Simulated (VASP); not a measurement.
Here is a VASP 6.6.1 calculation.

INCAR

```
PREC = Accurate ; ENCUT = 520
EDIFF = 1E-6 ; ISMEAR = -1
SIGMA = 0.24 ; LREAL = False
LASPH = True ; NELM = 100
ALGO = Normal ; ISIF = 2
LWAVE = False ; LCHARG = False
GGA = PE ; NBANDS = 60
```

KPOINTS

```
regular mesh
0
Gamma
  3 3 2
```

The input POSCAR:

```
TiO2
1.0
   -4.5582430000      4.5582430000      1.9775720000
    4.5582430000     -4.5582430000      1.9775720000
    4.5582430000      4.5582430000     -1.9775720000
Ti O
4 8
Direct
    0.2757832348      0.0636400910      0.3145948998
    0.0160527408      0.7211380116      0.7468996278
    0.9698779938      0.3657526762      0.3374874924
    0.7175419096      0.9877337357      0.7008621524
    0.5323320285      0.1767454571      0.6757537937
    0.1376786538      0.8745524888      0.0449844381
    0.1768122356      0.5217587424      0.6368791659
    0.1092920103      0.1557682512      0.3160318570
    0.8642765201      0.8763096653      0.6869203770
    0.8763722398      0.5945531266      0.3917737602
    0.9176538086      0.2181847368      0.9803448390
    0.4963929612      0.8834390226      0.3623216226
```

Potentials or basis: VASP PAW PBE potentials, release 64 (Ti_sv, O).

Launch:

```sh
$ cat potpaw_PBE.64/Ti_sv/POTCAR potpaw_PBE.64/O/POTCAR > POTCAR
$ mpirun -np 1 vasp_std > vasp.out
```

Question: Predict the largest force.

Answer: 4.960 eV/Å.

Question: What does it give for the pressure?

Answer: -10.4 GPa.

Forces on the atoms (eV/Å):
```
Ti   1.028  1.047  0.251
Ti   1.002 -0.652 -0.391
Ti  -2.134  0.537  0.245
Ti   4.233 -0.570  1.322
O    1.517 -0.168  0.835
O   -3.045 -1.680  0.349
O    0.268 -0.926 -1.119
O    1.655 -0.850  0.423
O   -3.450  3.553 -0.280
O   -1.655  1.151 -1.490
O    0.584 -0.957 -0.982
O   -0.004 -0.486  0.838
```

Caveat: the k points lie up to 0.58 Å⁻¹ apart; the atoms stand as in a frame of molecular dynamics; forces of over 1 eV/Å act on the atoms, so gaps and moduli don't describe the material at rest.
